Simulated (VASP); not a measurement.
A run of VASP 6.6.1 is set up as follows.

File POSCAR:

```
SnTe
1.0
    3.8918236295      0.0000000000      0.0000000000
    0.0000000000      3.8918236295      0.0000000000
    0.0000000000      0.0000000000      3.8918236295
Sn Te
1 1
Direct
    0.0000000000      0.0000000000      0.0000000000
    0.5000000000      0.5000000000      0.5000000000
```

The input INCAR.step1:

```
  PREC = Accurate
  ENCUT = 520
  EDIFF = 1E-5
  ISMEAR = -1
  SIGMA = 0.02
  LREAL = F
  LASPH = T
  NELM = 100
  ALGO = Normal
  ISIF = 2
  LWAVE = T
  LCHARG = F
  NBANDS = 17
  GGA = PE
```

INCAR.step2

```
  PREC = Accurate
  ENCUT = 520
  EDIFF = 1E-6
  ISMEAR = -1
  SIGMA = 0.02
  LREAL = F
  LASPH = T
  NELM = 100
  ALGO = Normal
  ISIF = 2
  LWAVE = F
  LCHARG = F
  GGA = PE
  LHFCALC = T
  AEXX = 0.75
  HFSCREEN = 0.5
  PRECFOCK = Normal
  NBANDS = 17
  ISTART = 1
```

KPOINTS

```
regular mesh
0
Gamma
  4 4 4
```

Potentials or basis: VASP PAW PBE potentials, release 64 (Sn_d, Te).

Run with:

```bash
$ cat potpaw_PBE.64/Sn_d/POTCAR potpaw_PBE.64/Te/POTCAR > POTCAR
$ cp INCAR.step1 INCAR
$ mpirun -np 1 vasp_std > vasp.out
$ cp INCAR.step2 INCAR
$ mpirun -np 1 vasp_std > vasp.out
```

(1) Estimate the pressure.

(2) Estimate the band gap on the k mesh.

## Answers

(1) -1.8 GPa.

(2) zero (bands 10 and 11 overlap by 1.59 eV).

Caveat: the k points lie up to 0.40 Å⁻¹ apart, too coarse for converged energies and pressures of a metal; the structure was generated, so it needn't be the stable form of SnTe; the PAW data sets were made with another functional, which shifts forces and pressure a little; spin-orbit coupling is left out, which moves the levels of the heavy elements.
